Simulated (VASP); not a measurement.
Wanted: the native input for a VASP 6.6.1 run.

- Task: density of states
- Functional: PBEsol
- Potentials or basis: VASP PAW PBE potentials, release 64 (Ga_d)
- Cutoff: 520 eV
- k mesh: 16 × 16 × 16
- Occupations: fermi-dirac, width 0.05 eV
- Spin: no spin polarisation
- Dipole correction: no
- k mesh for the DOS: 24 × 24 × 24
- Occupations for the DOS: tetrahedron
- Further INCAR settings: ALGO = Normal; EDIFF = 1e-07; NBANDS = 12

Crystal: Ga.

```
CELL_PARAMETERS angstrom
-1.21622 1.21622 1.21622
1.21622 -1.21622 1.21622
1.21622 1.21622 -1.21622
ATOMIC_POSITIONS crystal
Ga 0.00000 0.00000 0.00000
```

This cell differs from its parent crystal: volume scaled by 0.4.

One way to write it, as run:

POSCAR

```
Ga
1.0
   -1.2162228878      1.2162228878      1.2162228878
    1.2162228878     -1.2162228878      1.2162228878
    1.2162228878      1.2162228878     -1.2162228878
Ga
1
Direct
    0.0000000000      0.0000000000      0.0000000000
```

INCAR.step1

```
SYSTEM = Ga
PREC = Accurate ; ENCUT = 520
EDIFF = 1E-7 ; ISMEAR = -1
SIGMA = 0.05 ; LREAL = .False.
LASPH = .True. ; NELM = 60
ALGO = Normal ; ISIF = 2
LWAVE = .False. ; LCHARG = .True.
GGA = PS ; NBANDS = 12
```

KPOINTS.step1

```
Automatic mesh
0
Gamma
  16 16 16
  0 0 0
```

INCAR.step2

```
SYSTEM = Ga
PREC = Accurate ; ENCUT = 520
EDIFF = 1E-7 ; ISMEAR = -5
SIGMA = 0.05 ; LREAL = .False.
LASPH = .True. ; NELM = 60
ALGO = Normal ; ISIF = 2
LWAVE = .False. ; LCHARG = .False.
GGA = PS ; LORBIT = 10
NBANDS = 12 ; NEDOS = 1001
ICHARG = 11
```

KPOINTS.step2

```
Automatic mesh
0
Gamma
  24 24 24
  0 0 0
```

Potentials or basis: VASP PAW PBE potentials, release 64 (Ga_d).

Run with:

```console
$ cat potpaw_PBE.64/Ga_d/POTCAR > POTCAR
$ cp INCAR.step1 INCAR
$ cp KPOINTS.step1 KPOINTS
$ mpirun -np 1 vasp_std > vasp.out
$ cp INCAR.step2 INCAR
$ cp KPOINTS.step2 KPOINTS
$ mpirun -np 1 vasp_std > vasp.out
```

It took 13 s on 1 thread of Intel(R) Xeon(R) 6975P-C (Granite Rapids), on a shared host, peak memory 0.18 GiB.
